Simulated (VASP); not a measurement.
# C in VASP: notebook

Runs on C. Level: PBEsol. Tasks: single point.

All numbers are computed with VASP 6.6.1; they aren't measurements. Logs are shortened: lines on timing, memory, paths and dates and some standing lists are left out, and cuts for length are marked.

## Step 1: The cell of the first run

The cell holds a slab with vacuum, 16 atoms: a = 2.459 Å, b = 7.736 Å, c = 21.964 Å, α = 90.00°, β = 90.00°, γ = 108.53°.

## Step 2: Single point, PBEsol

INCAR reads:

```
SYSTEM = C
PREC = Accurate
ENCUT = 520
EDIFF = 1E-6
ISMEAR = 0
SIGMA = 0.05
LREAL = Auto
LASPH = .True.
NELM = 100
ALGO = Normal
ISIF = 2
LWAVE = .False.
LCHARG = .False.
LDIPOL = .True.
IDIPOL = 3
DIPOL = 0.5 0.5 0.498
GGA = PS
NBANDS = 46
```

KPOINTS reads:

```
Automatic mesh
0
Gamma
  15 5 1
  0 0 0
```

POSCAR reads:

```
C
1.0
    2.4589102530      0.0000000000      0.0000000000
   -2.4589102530      7.3348995022      0.0000000000
    0.0000000000      0.0000000000     21.9639274826
C
16
Direct
    0.7967867856      0.2967867856      0.3414689839
    0.7967867856      0.7967867856      0.3414689839
    0.3155952826      0.3155952826      0.3731705532
    0.3155952826      0.8155952826      0.3731705532
    0.3529778196      0.3529778196      0.4365891382
    0.3529778196      0.8529778196      0.4365891382
    0.8371719210      0.3575088520      0.4692777164
    0.9015312429      0.8810688346      0.4679625450
    0.7746290156      0.3698538495      0.5338428130
    1.0147091335      0.9185072015      0.5314432042
    0.2724570652      0.3878480577      0.5662345490
    0.5335440473      0.9167526702      0.5644575755
    0.2926838574      0.4794867083      0.6234816469
    0.5313199338      0.8400230603      0.6242066419
    0.8549244718      0.5624521534      0.6419222204
    0.9691521966      0.7573091326      0.6429339601
```

Potentials or basis: VASP PAW PBE potentials, release 64 (C).

Command:

```
cat potpaw_PBE.64/C/POTCAR > POTCAR
mpirun -np 1 vasp_std > vasp.out
```

OUTCAR:

```text
SYSTEM = C
   PREC = Accurate
   ENCUT = 520
   EDIFF = 1E-6
   ISMEAR = 0
   LREAL = Auto
   LASPH = .True.
   NELM = 100
   ISIF = 2
   GGA = PS

 ion  position               nearest neighbor table
   1  0.797  0.297  0.341-   3 1.42   3 1.42
   2  0.797  0.797  0.341-   4 1.42   4 1.42
   3  0.316  0.316  0.373-   1 1.42   1 1.42   5 1.42
   4  0.316  0.816  0.373-   2 1.42   2 1.42   6 1.42
   5  0.353  0.353  0.437-   7 1.38   3 1.42   7 1.47
   6  0.353  0.853  0.437-   8 1.38   4 1.42   8 1.47
   7  0.837  0.358  0.469-   5 1.38   9 1.43   5 1.47
   8  0.902  0.881  0.468-   6 1.38  10 1.43   6 1.47
   9  0.775  0.370  0.534-  11 1.38   7 1.43  11 1.47
  10  0.015  0.919  0.531-  12 1.38   8 1.43  12 1.47
  11  0.272  0.388  0.566-   9 1.38  13 1.44   9 1.47
  12  0.534  0.917  0.564-  10 1.38  14 1.44  10 1.47
  13  0.293  0.479  0.623-  15 1.39  11 1.44  15 1.47
  14  0.531  0.840  0.624-  16 1.39  12 1.44  16 1.47
  15  0.855  0.562  0.642-  13 1.39  16 1.44  13 1.47
  16  0.969  0.757  0.643-  14 1.39  15 1.44  14 1.47

  LATTYP: Found a simple orthorhombic cell.
 ALAT       =     2.4589102530
 B/A-ratio  =     2.9829878879
 C/A-ratio  =     8.9323827317

  Lattice vectors:

 A1 = (   2.4589102530,   0.0000000000,   0.0000000000)
 A2 = (   0.0000000000,   7.3348995022,   0.0000000000)
 A3 = (   0.0000000000,   0.0000000000,  21.9639274826)

Analysis of symmetry for initial positions (statically):
=====================================================================
 Subroutine PRICEL returns:
 Original cell was already a primitive cell.

 Routine SETGRP: Setting up the symmetry group for a
 simple orthorhombic supercell.

 Subroutine GETGRP returns: Found  1 space group operations
 (whereof  1 operations were pure point group operations)
 out of a pool of  8 trial point group operations.

The static configuration has the point symmetry C_1 .

Analysis of symmetry for dynamics (positions and initial velocities):
=====================================================================
 Subroutine PRICEL returns:
 Original cell was already a primitive cell.

 Routine SETGRP: Setting up the symmetry group for a
 simple orthorhombic supercell.

 Subroutine GETGRP returns: Found  1 space group operations
 (whereof  1 operations were pure point group operations)
 out of a pool of  8 trial point group operations.

The dynamic configuration has the point symmetry C_1 .

 Subroutine INISYM returns: Found  1 space group operations
 (whereof  1 operations are pure point group operations),
 and found     1 'primitive' translations

[... 161 lines left out ...]
   IALGO  =     38    algorithm
   IMIX   =      4    mixing-type and parameters
     AMIX     =   0.40;   BMIX     =  1.00
     AMIX_MAG =   1.60;   BMIX_MAG =  1.00
  volume/ion in A,a.u.               =      24.76       167.08
  Fermi-wavevector in a.u.,A,eV,Ry     =   0.891632  1.684941 10.816747  0.795008
  Thomas-Fermi vector in A             =   2.013478
   LORBIT       =      0    0 simple, 1 ext, 2 COOP (PROOUT), +10 PAW based schemes
   GGA     = PS    functional components
   LHFCALC =     F    Hartree Fock is set to
   AEXX    =    0.0000 exact exchange contribution
   IVDW    =     0    specifies the selected vdW correction
   LEPSILON=     F    determine dielectric tensor
   LRPA    =     F    only Hartree local field effects (RPA)
 non-spin polarized calculation
 Gauss-broadening in eV      SIGMA  =   0.05
  energy-cutoff  :      520.00
  volume of cell :      396.14
 maximum number of plane-waves:     10747
   NGX =  9   NGY = 29   NGZ = 81

 dipolmoment           0.000000      0.000000      0.062649 electrons x Angstroem

 number of electron      64.0000005 magnetization

 dipolmoment           0.000000      0.000000     -0.241168 electrons x Angstroem

 Free energy of the ion-electron system (eV)
  ---------------------------------------------------
  ext. energy  EPLUGINS =         0.00000000
  ---------------------------------------------------
  free energy    TOTEN  =      -143.20179124 eV

  energy without entropy =     -143.18954598  energy(sigma->0) =     -143.19566861

 E-fermi :  -1.9180     XC(G=0):  -4.4160

 val. band max:       -1.9253454805   @ k =   0.2000   0.4000   0.0000
 cond. band min:      -1.9133420688   @ k =  -0.0667   0.4000   0.0000
 fundamental gap:      0.0120034117
 Fermi energy:        -1.9180157690

 k-point     1 :       0.0000    0.0000    0.0000
  band No.  band energies     occupation
      1     -21.9732      2.00000
      2     -21.1445      2.00000
      3     -20.8038      2.00000
      4     -20.0123      2.00000
      5     -19.2946      2.00000
      6     -18.2322      2.00000
[... 1117 lines left out ...]
     43       4.3310      0.00000
     44       4.5605      0.00000

 [... further k-points ...]

 [bands above 44 left out]

------------------------ aborting loop because EDIFF is reached ----------------------------------------

 vacuum level on the upper side and lower side of the slab       (xc-potential included)        -1.269         1.070

  FORCE on cell =-STRESS in cart. coord.  units (eV):
  Direction    XX          YY          ZZ          XY          YZ          ZX
  --------------------------------------------------------------------------------------
  -------------------------------------------------------------------------------------
  Total       -0.3133211      2.0933571      0.6119853      7.7936197     -0.1058316     -0.0184301
  in kB       -1.2672239      8.4665612      2.4751681     31.5212149     -0.4280348     -0.0745403
  external PRESSURE =       3.2248352 kB  Pullay stress =       0.0000000 kB

 VOLUME and BASIS-vectors are now :
 -----------------------------------------------------------------------------
  energy-cutoff  :      520.00
  volume of cell :      396.14
      direct lattice vectors                 reciprocal lattice vectors
     2.458910253  0.000000000  0.000000000     0.406684221  0.136334520  0.000000000
    -2.458910253  7.334899502  0.000000000     0.000000000  0.136334520  0.000000000
     0.000000000  0.000000000 21.963927483     0.000000000  0.000000000  0.045529198

 POSITION                                       TOTAL-FORCE (eV/Angst)
 -----------------------------------------------------------------------------------
      1.22946      2.17690      7.50000        -0.008122      0.266841      1.717644
      0.00000      5.84435      7.50000         0.009982      0.338684      1.661581
      0.00000      2.31486      8.19629        -0.209247     -0.132783     -2.734742
     -1.22946      5.98231      8.19629         0.202769     -0.678598     -2.496901
      0.00000      2.58906      9.58921        -1.880076     -0.644589      1.016024
     -1.22946      6.25651      9.58921         1.889464      0.843261      0.717098
[... 8 lines left out ...]
      0.71916      4.12553     14.09913         0.021040     -0.011900      0.028293
      0.52090      5.55479     14.12135        -0.032757      0.010583      0.032832
 -----------------------------------------------------------------------------------
    total drift:                               -0.006939     -0.011364      0.012316

  FREE ENERGIE OF THE ION-ELECTRON SYSTEM (eV)
  ---------------------------------------------------
  free  energy   TOTEN  =      -143.2017912393 eV

  energy  without entropy=     -143.1895459819  energy(sigma->0) =     -143.19566861

 vacuum level on the upper side and lower side of the slab         2.440         4.823
```

OSZICAR:

```text
N       E                     dE             d eps       ncg     rms          rms(c)
DAV:   1     0.482669979456E+03    0.48267E+03   -0.26741E+04  3520   0.113E+03
DAV:   2    -0.846858341793E+02   -0.56736E+03   -0.54339E+03  5010   0.273E+02
DAV:   3    -0.150477230849E+03   -0.65791E+02   -0.64711E+02  4182   0.962E+01
[... 20 lines left out ...]
DAV:  24    -0.143201783497E+03   -0.98689E-05   -0.50360E-07  2828   0.211E-03    0.372E-04
DAV:  25    -0.143201787364E+03   -0.38670E-05   -0.99399E-08  2602   0.109E-03    0.393E-04
DAV:  26    -0.143201789212E+03   -0.18477E-05   -0.59218E-08  2586   0.678E-04    0.415E-04
DAV:  27    -0.143201790682E+03   -0.14705E-05   -0.39079E-08  2436   0.522E-04    0.108E-04
DAV:  28    -0.143201791239E+03   -0.55727E-06   -0.12124E-08  2458   0.336E-04
   1 F= -.14320179E+03 E0= -.14319567E+03  d E =-.122453E-01
```

It took 49 min on 1 thread of Intel Xeon 8259CL, shared host; peak memory 0.68 GiB.

What came out:

```yaml
Free_energy: -143.2018 eV
Largest_force: 2.746 eV/Å
Band_gap_on_the_k_mesh: zero (bands 32 and 33 overlap by 0.13 eV)
```

Forces in eV/Å, atoms in the order of the input:
```
C   -0.008  0.267  1.718
C    0.010  0.339  1.662
C   -0.209 -0.133 -2.735
C    0.203 -0.679 -2.497
C   -1.880 -0.645  1.016
C    1.889  0.843  0.717
C    0.018  0.003  0.006
C   -0.016  0.006  0.009
C   -0.028 -0.008  0.002
C    0.025  0.005 -0.003
C    0.024 -0.014  0.012
C   -0.022  0.022 -0.004
C   -0.027 -0.028  0.016
C    0.033  0.022  0.020
C    0.021 -0.012  0.028
C   -0.033  0.011  0.033
```

Levels at points of the mesh, in eV from the Fermi level:
```
           k point  band 28  band 29  band 30  band 31  band 32  band 33  band 34  band 35  band 36  band 37
(0.00, 0.00, 0.00)    -3.38    -3.26    -2.99    -1.77    -0.08     0.17     1.50     3.31     3.57     3.76
```

Caveat: the PAW data sets were made with another functional, which shifts forces and pressure a little.

(Continued in part 2 of 2.)
